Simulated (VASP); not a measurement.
# KMgF3 (P4/mmm) in VASP: notebook

The runs below take KMgF3 through single point, with PBEsol.

Everything below comes from runs of VASP 6.6.1. Logs are shortened: lines on timing, memory, paths and dates and some standing lists are left out, and cuts for length are marked.

### 1 The cell of the first run

Symmetry: P4/mmm, No. 123, tetragonal system. Conventional cell: a = 4.035 Å, b = 4.035 Å, c = 3.812 Å, α = 90.00°, β = 90.00°, γ = 90.00°. Within 4.1 Å of K (site symmetry 4/mmm) lie 12 F at 2.78 to 2.85 Å and 8 Mg at 3.43 Å and 6 K at 3.81 to 4.04 Å. Mg (site symmetry 4/mmm) has 6 F at 1.91 to 2.02 Å within 2.5 Å. Within 2.9 Å of F (site symmetry mmm) lie 2 Mg at 2.02 Å and 4 K at 2.78 Å and 8 F at 2.78 to 2.85 Å. F (site symmetry 4/mmm) has 2 Mg at 1.91 Å within 2.5 Å.

### 2 Single point, PBEsol

Input file INCAR:

```
PREC = Accurate
ENCUT = 600
EDIFF = 1E-6
ISMEAR = 0
SIGMA = 0.02
LREAL = F
LASPH = T
NELM = 120
ALGO = Normal
ISIF = 2
LWAVE = F
LCHARG = F
GGA = PS
NBANDS = 24
GGA_COMPAT = F
```

Input file KPOINTS:

```
Automatic mesh
0
Gamma
  6 6 6
```

Input file POSCAR:

```
KMgF3
1.0
    3.8116473583      0.0000000000      0.0000000000
    0.0000000000      4.0351019472      0.0000000000
    0.0000000000      0.0000000000      4.0351019472
K Mg F
1 1 3
Direct
    0.5000000000      0.5000000000      0.5000000000
    0.0000000000      0.0000000000      0.0000000000
    0.0000000000      0.5000000000      0.0000000000
    0.0000000000      0.0000000000      0.5000000000
    0.5000000000      0.0000000000      0.0000000000
```

Potentials or basis: VASP PAW PBE potentials, release 64 (K_sv, Mg, F).

Launch:

```bash
> cat potpaw_PBE.64/K_sv/POTCAR potpaw_PBE.64/Mg/POTCAR potpaw_PBE.64/F/POTCAR > POTCAR
> mpirun -np 1 vasp_std > vasp.out
```

OUTCAR:

```text
PREC = Accurate
   ENCUT = 600
   EDIFF = 1E-6
   ISMEAR = 0
   LREAL = F
   LASPH = T
   NELM = 120
   ISIF = 2
   GGA = PS

 ion  position               nearest neighbor table
   1  0.500  0.500  0.500-   3 2.78   4 2.78   3 2.78   4 2.78   3 2.78   4 2.78   3 2.78   4 2.78
                             5 2.85   5 2.85   5 2.85   5 2.85   2 3.43   2 3.43   2 3.43   2 3.43
   2  0.000  0.000  0.000-   5 1.91   5 1.91   3 2.02   4 2.02   3 2.02   4 2.02   1 3.43   1 3.43
                             1 3.43   1 3.43   1 3.43   1 3.43   1 3.43   1 3.43
   3  0.000  0.500  0.000-   2 2.02   2 2.02   1 2.78   1 2.78   1 2.78   1 2.78
   4  0.000  0.000  0.500-   2 2.02   2 2.02   1 2.78   1 2.78   1 2.78   1 2.78
   5  0.500  0.000  0.000-   2 1.91   2 1.91   1 2.85   1 2.85   1 2.85   1 2.85

  LATTYP: Found a simple tetragonal cell.
 ALAT       =     4.0351019472
 C/A-ratio  =     0.9446223189

  Lattice vectors:

 A1 = (   0.0000000000,   4.0351019472,   0.0000000000)
 A2 = (   0.0000000000,   0.0000000000,   4.0351019472)
 A3 = (   3.8116473583,   0.0000000000,   0.0000000000)

Analysis of symmetry for initial positions (statically):
=====================================================================
 Subroutine PRICEL returns:
 Original cell was already a primitive cell.

 Routine SETGRP: Setting up the symmetry group for a
 simple tetragonal supercell.

 Subroutine GETGRP returns: Found 16 space group operations
 (whereof 16 operations were pure point group operations)
 out of a pool of 16 trial point group operations.

The static configuration has the point symmetry D_4h.

Analysis of symmetry for dynamics (positions and initial velocities):
=====================================================================
 Subroutine PRICEL returns:
 Original cell was already a primitive cell.

 Routine SETGRP: Setting up the symmetry group for a
 simple tetragonal supercell.

 Subroutine GETGRP returns: Found 16 space group operations
 (whereof 16 operations were pure point group operations)
 out of a pool of 16 trial point group operations.

The dynamic configuration has the point symmetry D_4h.

 Subroutine INISYM returns: Found 16 space group operations
 (whereof 16 operations are pure point group operations),
 and found     1 'primitive' translations

----------------------------------------------------------------------------------------

                                     Primitive cell

  volume of cell :      62.0614

  direct lattice vectors                    reciprocal lattice vectors
     3.811647358  0.000000000  0.000000000     0.262353756  0.000000000  0.000000000
     0.000000000  4.035101947  0.000000000     0.000000000  0.247825213  0.000000000
     0.000000000  0.000000000  4.035101947     0.000000000  0.000000000  0.247825213

  length of vectors
     3.811647358  4.035101947  4.035101947     0.262353756  0.247825213  0.247825213

  position of ions in fractional coordinates (direct lattice)
     0.500000000  0.500000000  0.500000000
     0.000000000  0.000000000  0.000000000
     0.000000000  0.500000000  0.000000000
     0.000000000  0.000000000  0.500000000
     0.500000000  0.000000000  0.000000000

  ion indices of the primitive-cell ions
   primitive index   ion index
                 1           1
                 2           2
                 3           3
                 4           4
                 5           5

----------------------------------------------------------------------------------------

 KPOINTS: Automatic mesh

Automatic generation of k-mesh.
 Grid dimensions read from file:
 generate k-points for:    6    6    6

 Generating k-lattice:

  Cartesian coordinates                     Fractional coordinates (reciprocal lattice)
     0.043725626  0.000000000  0.000000000     0.166666667  0.000000000  0.000000000
     0.000000000  0.041304202  0.000000000     0.000000000  0.166666667  0.000000000
     0.000000000  0.000000000  0.041304202     0.000000000  0.000000000  0.166666667

  Length of vectors
     0.043725626  0.041304202  0.041304202

  Shift w.r.t. Gamma in fractional coordinates (k-lattice)
     0.000000000  0.000000000  0.000000000

 Subroutine IBZKPT returns following result:
 ===========================================

 Found     40 irreducible k-points:

 Following reciprocal coordinates:
            Coordinates               Weight
  0.000000  0.000000  0.000000      1.000000
  0.166667  0.000000  0.000000      2.000000
  0.333333  0.000000  0.000000      2.000000
  0.500000  0.000000  0.000000      1.000000
  0.000000  0.166667  0.000000      4.000000
  0.166667  0.166667  0.000000      8.000000
[... 16 lines left out ...]
  0.333333  0.333333  0.166667     16.000000
  0.500000  0.333333  0.166667      8.000000
 [... further k-points ...]
   k-points           NKPTS =     40   k-points in BZ     NKDIM =     40   number of bands    NBANDS=     24
   number of dos      NEDOS =    301   number of ions     NIONS =      5
   total plane-waves  NPLWV =  30720
   dimension x,y,z NGX =    30 NGY =   32 NGZ =   32
   dimension x,y,z NGXF=    60 NGYF=   64 NGZF=   64
   ions per type =               1   1   3
   NGX,Y,Z   is equivalent  to a cutoff of  13.08, 13.18, 13.18 a.u.
   NGXF,Y,Z  is equivalent  to a cutoff of  26.17, 26.37, 26.37 a.u.
 SYSTEM =  unknown system
   PREC   = accura    normal or accurate (medium, high low for compatibility)
   ISTART =      0    job   : 0-new  1-cont  2-samecut
   ICHARG =      2    charge: 1-file 2-atom 10-const
   ISPIN  =      1    spin polarized calculation?
   LNONCOLLINEAR =      F non collinear calculations
   LSORBIT =      F    spin-orbit coupling
   LASPH  =      T    aspherical Exc in radial PAW
   ENCUT  =  600.0 eV  44.10 Ry    6.64 a.u.   7.61  8.06  8.06*2*pi/ulx,y,z
   NELM   =    120;   NELMIN=  2; NELMDL= -5     # of ELM steps
   EDIFF  = 0.1E-05   stopping-criterion for ELM
   LREAL  =      F    real-space projection
   EDIFFG = 0.1E-04   stopping-criterion for IOM
   NSW    =      0    number of steps for IOM
   IBRION =     -1    ionic relax: 0-MD 1-quasi-New 2-CG
   NFREE  =      0    steps in history (QN), initial steepest desc. (CG)
   ISIF   =      2    stress and relaxation
   ISYM   =      2    0-nonsym 1-usesym 2-fastsym
   POTIM  = 0.5000    time-step for ionic-motion
   TEBEG  =    0.0;   TEEND  =   0.0 temperature during run
   PSTRESS=    0.0 pullay stress
   NELECT =      32.0000    total number of electrons
   NUPDOWN=      -1.0000    fix difference up-down
   EMIN   =  10.00;   EMAX   =-10.00  energy-range for DOS
   EFERMI =   0.00;   METHOD = LEGACY
   ISMEAR =     0;   SIGMA  =   0.02  broadening in eV -4-tet -1-fermi 0-gaus
   EFERMI_NEDOS =   21; number of points for ismear=-14 and -15
   IALGO  =     38    algorithm
   IMIX   =      4    mixing-type and parameters
     AMIX     =   0.40;   BMIX     =  1.00
     AMIX_MAG =   1.60;   BMIX_MAG =  1.00
  volume/ion in A,a.u.               =      12.41        83.76
  Fermi-wavevector in a.u.,A,eV,Ry     =   1.312757  2.480750 23.447330  1.723330
  Thomas-Fermi vector in A             =   2.443127
   LORBIT       =      0    0 simple, 1 ext, 2 COOP (PROOUT), +10 PAW based schemes
   GGA     = PS    functional components
   LHFCALC =     F    Hartree Fock is set to
   AEXX    =    0.0000 exact exchange contribution
   IVDW    =     0    specifies the selected vdW correction
   LEPSILON=     F    determine dielectric tensor
   LRPA    =     F    only Hartree local field effects (RPA)
 non-spin polarized calculation
 Gauss-broadening in eV      SIGMA  =   0.02
  energy-cutoff  :      600.00
  volume of cell :       62.06
 maximum number of plane-waves:      2104
   NGX = 15   NGY = 17   NGZ = 17

 number of electron      32.0000041 magnetization

 Free energy of the ion-electron system (eV)
  ---------------------------------------------------
  ext. energy  EPLUGINS =         0.00000000
  ---------------------------------------------------
  free energy    TOTEN  =       -25.21331413 eV

  energy without entropy =      -25.21331413  energy(sigma->0) =      -25.21331413

 E-fermi :  -1.4433     XC(G=0): -10.0477

 val. band max:       -1.5919802258   @ k =   0.5000   0.5000   0.5000
 cond. band min:       5.6606178970   @ k =   0.0000   0.0000   0.0000
 fundamental gap:      7.2525981228
 Fermi energy:        -1.4433394808

 k-point     1 :       0.0000    0.0000    0.0000
  band No.  band energies     occupation
      1     -27.0446      2.00000
      2     -21.7309      2.00000
      3     -21.0091      2.00000
      4     -20.8996      2.00000
      5     -10.6334      2.00000
      6     -10.6334      2.00000
[... 16 lines left out ...]
     23      12.5232      0.00000
     24      15.0126      0.00000

 k-point     2 :       0.1667    0.0000    0.0000
  band No.  band energies     occupation
      1     -27.0337      2.00000
      2     -21.6833      2.00000
      3     -21.0607      2.00000
      4     -20.8961      2.00000
      5     -10.6125      2.00000
      6     -10.6125      2.00000
[... 16 lines left out ...]
     23      12.5416      0.00000
     24      15.0461      0.00000

 k-point     3 :       0.3333    0.0000    0.0000
  band No.  band energies     occupation
      1     -27.0118      2.00000
      2     -21.5542      2.00000
      3     -21.1976      2.00000
      4     -20.8889      2.00000
      5     -10.6029      2.00000
      6     -10.5700      2.00000
[... 16 lines left out ...]
     23      12.5730      0.00000
     24      15.1147      0.00000
[... 514 lines left out ...]
 k-point    23 :       0.3333    0.3333    0.1667
  band No.  band energies     occupation
      1     -26.9914      2.00000
      2     -21.4786      2.00000
      3     -21.1395      2.00000
      4     -20.9968      2.00000
      5     -10.7083      2.00000
      6     -10.6570      2.00000
[... 16 lines left out ...]
     23      13.0238      0.00000
     24      13.7076      0.00000

 k-point    24 :       0.5000    0.3333    0.1667
  band No.  band energies     occupation
      1     -26.9830      2.00000
      2     -21.3925      2.00000
      3     -21.2093      2.00000
      4     -20.9955      2.00000
      5     -10.7396      2.00000
      6     -10.6811      2.00000
[... 16 lines left out ...]
     23      13.2662      0.00000
     24      13.6797      0.00000

 [... further k-points ...]

------------------------ aborting loop because EDIFF is reached ----------------------------------------

  FORCE on cell =-STRESS in cart. coord.  units (eV):
  Direction    XX          YY          ZZ          XY          YZ          ZX
  --------------------------------------------------------------------------------------
  -------------------------------------------------------------------------------------
  Total        2.4742857     -0.1786937     -0.1786937      0.0000000      0.0000000      0.0000000
  in kB       63.8761449     -4.6131563     -4.6131563      0.0000000      0.0000000      0.0000000
  external PRESSURE =      18.2166108 kB  Pullay stress =       0.0000000 kB

 VOLUME and BASIS-vectors are now :
 -----------------------------------------------------------------------------
  energy-cutoff  :      600.00
  volume of cell :       62.06
      direct lattice vectors                 reciprocal lattice vectors
     3.811647358  0.000000000  0.000000000     0.262353756  0.000000000  0.000000000
     0.000000000  4.035101947  0.000000000     0.000000000  0.247825213  0.000000000
     0.000000000  0.000000000  4.035101947     0.000000000  0.000000000  0.247825213

 POSITION                                       TOTAL-FORCE (eV/Angst)
 -----------------------------------------------------------------------------------
      1.90582      2.01755      2.01755         0.000000      0.000000      0.000000
      0.00000      0.00000      0.00000         0.000000      0.000000      0.000000
      0.00000      2.01755      0.00000         0.000000      0.000000      0.000000
      0.00000      0.00000      2.01755         0.000000      0.000000      0.000000
      1.90582      0.00000      0.00000         0.000000      0.000000      0.000000
 -----------------------------------------------------------------------------------
    total drift:                                0.000000     -0.000000      0.000000

  FREE ENERGIE OF THE ION-ELECTRON SYSTEM (eV)
  ---------------------------------------------------
  free  energy   TOTEN  =       -25.2133141329 eV

  energy  without entropy=      -25.2133141329  energy(sigma->0) =      -25.21331413
```

Run time: 35 s. Hardware: 1 thread of AMD EPYC 9R45 (Zen 5), shared host; peak memory 0.19 GiB.

What came out:

* Free energy: -25.2133 eV
* Pressure: 1.8 GPa
* Band gap on the k mesh: 7.25 eV (least direct gap 7.58 eV)

Stress tensor (GPa, compression positive):
```
 6.39  0.00  0.00
 0.00 -0.46  0.00
 0.00  0.00 -0.46
```

Caveat: the stress differs along the axes, from -0 to 6 GPa; the PAW data sets were made with another functional, which shifts forces and pressure a little. A k mesh can miss the band edges.

### 3 Single point, PBEsol (uniaxial strain along a: -1.5 %, then relaxed in part)

Input file INCAR:

```
SYSTEM = KMgF3
PREC = Accurate
ENCUT = 600
EDIFF = 1E-6
ISMEAR = 0
SIGMA = 0.02
LREAL = .FALSE.
LASPH = .TRUE.
NELM = 120
ALGO = Normal
ISIF = 2
LWAVE = .FALSE.
LCHARG = .FALSE.
GGA = PS
NBANDS = 24
GGA_COMPAT = .FALSE.
```

Input file KPOINTS:

```
regular mesh
0
G
  6 6 6
  0 0 0
```

Edit POSCAR of step 2 so:

```diff
@@ -2,5 +2,5 @@
 1.0
-    3.8116473583      0.0000000000      0.0000000000
-    0.0000000000      4.0351019472      0.0000000000
-    0.0000000000      0.0000000000      4.0351019472
+    3.9313849716      0.0000000000      0.0000000000
+    0.0000000000      4.0052479719      0.0000000000
+    0.0000000000      0.0000000000      4.0052479719
 K Mg F
```

Potentials or basis: VASP PAW PBE potentials, release 64 (K_sv, Mg, F).

Launch:

```bash
> cat potpaw_PBE.64/K_sv/POTCAR potpaw_PBE.64/Mg/POTCAR potpaw_PBE.64/F/POTCAR > POTCAR
> mpirun -np 1 vasp_std > vasp.out
```

OUTCAR:

```text
SYSTEM = KMgF3
   PREC = Accurate
   ENCUT = 600
   EDIFF = 1E-6
   ISMEAR = 0
   LREAL = .FALSE.
   LASPH = .TRUE.
   NELM = 120
   ISIF = 2
   GGA = PS

 ion  position               nearest neighbor table
   1  0.500  0.500  0.500-   3 2.81   4 2.81   3 2.81   4 2.81   3 2.81   4 2.81   3 2.81   4 2.81
                             5 2.83   5 2.83   5 2.83   5 2.83   2 3.45   2 3.45   2 3.45   2 3.45
   2  0.000  0.000  0.000-   5 1.97   5 1.97   3 2.00   4 2.00   3 2.00   4 2.00   1 3.45   1 3.45
                             1 3.45   1 3.45   1 3.45   1 3.45   1 3.45   1 3.45
[... 857 lines left out ...]
  -------------------------------------------------------------------------------------
  Total        0.5806951     -0.1890263     -0.1890263      0.0000000      0.0000000      0.0000000
  in kB       14.7521173     -4.8020703     -4.8020703      0.0000000      0.0000000      0.0000000
  external PRESSURE =       1.7159922 kB  Pullay stress =       0.0000000 kB

 VOLUME and BASIS-vectors are now :
 -----------------------------------------------------------------------------
  energy-cutoff  :      600.00
  volume of cell :       63.07
      direct lattice vectors                 reciprocal lattice vectors
     3.931384972  0.000000000  0.000000000     0.254363286  0.000000000  0.000000000
     0.000000000  4.005247972  0.000000000     0.000000000  0.249672432  0.000000000
     0.000000000  0.000000000  4.005247972     0.000000000  0.000000000  0.249672432

 POSITION                                       TOTAL-FORCE (eV/Angst)
 -----------------------------------------------------------------------------------
      1.96569      2.00262      2.00262         0.000000      0.000000      0.000000
      0.00000      0.00000      0.00000         0.000000      0.000000      0.000000
      0.00000      2.00262      0.00000         0.000000      0.000000      0.000000
      0.00000      0.00000      2.00262         0.000000      0.000000      0.000000
      1.96569      0.00000      0.00000         0.000000      0.000000      0.000000
 -----------------------------------------------------------------------------------
    total drift:                                0.000000      0.000000     -0.000000

  FREE ENERGIE OF THE ION-ELECTRON SYSTEM (eV)
  ---------------------------------------------------
  free  energy   TOTEN  =       -25.2647737991 eV

  energy  without entropy=      -25.2647737991  energy(sigma->0) =      -25.26477380
```

Run time: 35 s. Hardware: 1 thread of AMD EPYC 9R45 (Zen 5), shared host; peak memory 0.19 GiB.

What came out:

```
Free energy            : -25.2648 eV
Pressure               : 0.2 GPa
Band gap on the k mesh : 7.15 eV (least direct gap 7.48 eV)
```

Stress tensor (GPa, compression positive):
```
 1.48  0.00  0.00
 0.00 -0.48  0.00
 0.00  0.00 -0.48
```

Caveat: the cell differs from its parent crystal (uniaxial strain along a: -1.5 %, then relaxed in part); the PAW data sets were made with another functional, which shifts forces and pressure a little.

### 4 Single point, PBEsol (uniaxial strain along a: -1.5 %)

Input file INCAR:

```
SYSTEM = KMgF3
ALGO = Normal
EDIFF = 1E-6
ENCUT = 600
GGA = PS
GGA_COMPAT = .False.
ISIF = 2
ISMEAR = 0
LASPH = .True.
LCHARG = .False.
LREAL = .False.
LWAVE = .False.
NBANDS = 24
NELM = 120
PREC = Accurate
SIGMA = 0.02
```

Input file KPOINTS:

```
k-points
0
Gamma
  6 6 6
  0 0 0
```

Edit POSCAR of step 3 so:

```diff
@@ -3,4 +3,4 @@
     3.9313849716      0.0000000000      0.0000000000
-    0.0000000000      4.0052479719      0.0000000000
-    0.0000000000      0.0000000000      4.0052479719
+    0.0000000000      4.0062209799      0.0000000000
+    0.0000000000      0.0000000000      4.0062209799
 K Mg F
```

Launch:

```bash
> cat potpaw_PBE.64/K_sv/POTCAR potpaw_PBE.64/Mg/POTCAR potpaw_PBE.64/F/POTCAR > POTCAR
> mpirun -np 1 vasp_std > vasp.out
```

Wall time 35 s (1 thread of AMD EPYC 9R45 (Zen 5), shared host); peak memory 0.19 GiB.

It converged, with:

* Free energy: -25.2647 eV
* Pressure: 0.1 GPa
* Band gap on the k mesh: 7.15 eV (least direct gap 7.47 eV)

Stress tensor (GPa, compression positive):
```
 1.45  0.00  0.00
 0.00 -0.52  0.00
 0.00  0.00 -0.52
```

Levels at points of the mesh, in eV from the valence-band top:
| k point | band 13 | band 14 | band 15 | band 16 | band 17 | band 18 | band 19 | band 20 |
| --- | --- | --- | --- | --- | --- | --- | --- | --- |
| (0.00, 0.00, 0.00) | -0.61 | -0.33 | -0.33 | -0.33 | 7.15 | 9.90 | 9.99 | 12.05 |
| (0.50, 0.00, 0.00) | -0.95 | -0.89 | -0.54 | -0.54 | 10.03 | 10.35 | 11.11 | 12.74 |
| (0.00, 0.50, 0.00) | -0.86 | -0.84 | -0.54 | -0.54 | 9.95 | 10.31 | 10.97 | 12.67 |
| (0.50, 0.50, 0.00) | -1.06 | -0.89 | -0.89 | -0.02 | 10.83 | 11.63 | 12.47 | 12.52 |
| (0.00, 0.50, 0.50) | -1.03 | -0.98 | -0.98 | -0.04 | 10.81 | 11.53 | 12.42 | 12.42 |
| (0.50, 0.50, 0.50) | -1.11 | -0.02 | 0.00 | 0.00 | 10.31 | 10.31 | 10.32 | 13.77 |

Caveat: the cell differs from its parent crystal (uniaxial strain along a: -1.5 %); the PAW data sets were made with another functional, which shifts forces and pressure a little. A k mesh can miss the band edges.

(Part 1 of 2 ends here.)
